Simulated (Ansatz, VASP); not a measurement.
One calculation of C, two programs

The input INCAR:

```
SYSTEM = C
PREC = Accurate
ENCUT = 520
EDIFF = 1E-6
ISMEAR = 0
SIGMA = 0.1
LREAL = .FALSE.
LASPH = .TRUE.
NELM = 120
ALGO = Normal
ISIF = 2
LWAVE = .FALSE.
LCHARG = .FALSE.
LDIPOL = .TRUE.
IDIPOL = 3
DIPOL = 0.5 0.5 0.500
NBANDS = 11
GGA_COMPAT = .FALSE.
NELMDL = -8
```

The input KPOINTS:

```
regular mesh
0
G
  21 21 1
  0 0 0
```

Contents of POSCAR:

```
C
1.0
    2.2630000000      0.0000000000      0.0000000000
   -1.1315000000      1.9598154888      0.0000000000
    0.0000000000      0.0000000000     28.0000000000
C
2
Direct
    0.3333333333      0.6666666667      0.5076607143
    0.6666666667      0.3333333333      0.4923392857
```

Input for Ansatz:

```yaml
crystal:
  lattice:
    - [2.263, 0.0, 0.0]
    - [-1.1315, 1.9598154888, 0.0]
    - [0.0, 0.0, 28.0]
  atoms:
    - { symbol: C, position: [0.3333333333, 0.6666666667, 0.5076607143] }
    - { symbol: C, position: [0.6666666667, 0.3333333333, 0.4923392857] }
  periodic: [true, true, false]
basis:
  ecutwfc: 420
kpoints:
  mp_grid: { grid: [21, 21, 1] }
hamiltonian:
  xc: lda
scf:
  occupations: { method: gaussian, width: 0.1 }
output:
  forces: true
  stress: true
  eigenvalues: true
```

Alike in both runs: task single point; functional LDA; k mesh 21 × 21 × 1; occupations gaussian, width 0.1 eV; no spin polarisation.

|  | VASP | Ansatz |
| --- | --- | --- |
| version | VASP 6.6.1 | Ansatz 0.2.0 |
| potentials or method | VASP PAW LDA potentials, release 64 (C), cutoff 520 eV | scalar-relativistic, plane waves, PAW |
| valence electrons in the cell | 8 | 8 |

Ansatz gave:

| Quantity | Value |
| --- | --- |
| gap on the k mesh at the Fermi level (eV) | none |
| rms of the force components (eV/Å) | 4.312 |

**Question.** Estimate VASP's values.

**Answer.** gap on the k mesh at the Fermi level (eV): none; rms of the force components (eV/Å): 4.278.

LDA's correlation is that of Perdew and Zunger in VASP and of Perdew and Wang (1992) in Ansatz. Atom by atom the forces differ by 0.033 eV/Å (rms over components). A gap of «none» marks a metal or a gap that the smearing closes.
